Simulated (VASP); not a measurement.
Wanted: the native input for a VASP 6.6.1 run.

```yaml
Task: single point
Functional: PBE
Potentials_or_basis: VASP PAW PBE potentials, release 64 (Co, Si)
Cutoff: 520 eV
k_mesh: 10 × 10 × 8
Occupations: fermi-dirac, width 0.08 eV
Spin: no spin polarisation
Dipole_correction: no
Further_INCAR_settings: ALGO = Normal; EDIFF = 1e-06; NBANDS = 16
```

The structure of CoSi2 (AlB2 type) lies in POSCAR:

```
CoSi2
1.0
    3.9740765706      0.0000000000      0.0000000000
   -1.9870382853      3.4416512668      0.0000000000
    0.0000000000      0.0000000000      2.4211841530
Co Si
1 2
Direct
    0.0000000000      0.0000000000      0.0000000000
    0.3333333333      0.6666666667      0.5000000000
    0.6666666667      0.3333333333      0.5000000000
```

These files were run (other wordings do the same):

INCAR

```
ALGO = Normal
EDIFF = 1E-6
ENCUT = 520
GGA = PE
ISIF = 2
ISMEAR = -1
LASPH = True
LCHARG = True
LELF = True
LREAL = False
LVHAR = True
LWAVE = False
NBANDS = 16
NELM = 80
PREC = Accurate
SIGMA = 0.08
```

KPOINTS

```
k-points
0
Gamma
  10 10 8
```

Potentials or basis: VASP PAW PBE potentials, release 64 (Co, Si).

Launch:

```sh
$ cat potpaw_PBE.64/Co/POTCAR potpaw_PBE.64/Si/POTCAR > POTCAR
$ mpirun -np 1 vasp_std > vasp.out
```

It gave:

```yaml
Pressure: 24.8 GPa
```

Run time: 61 s on 1 thread of Intel(R) Xeon(R) Platinum 8488C (Sapphire Rapids) (shared host), peak memory 0.16 GiB.
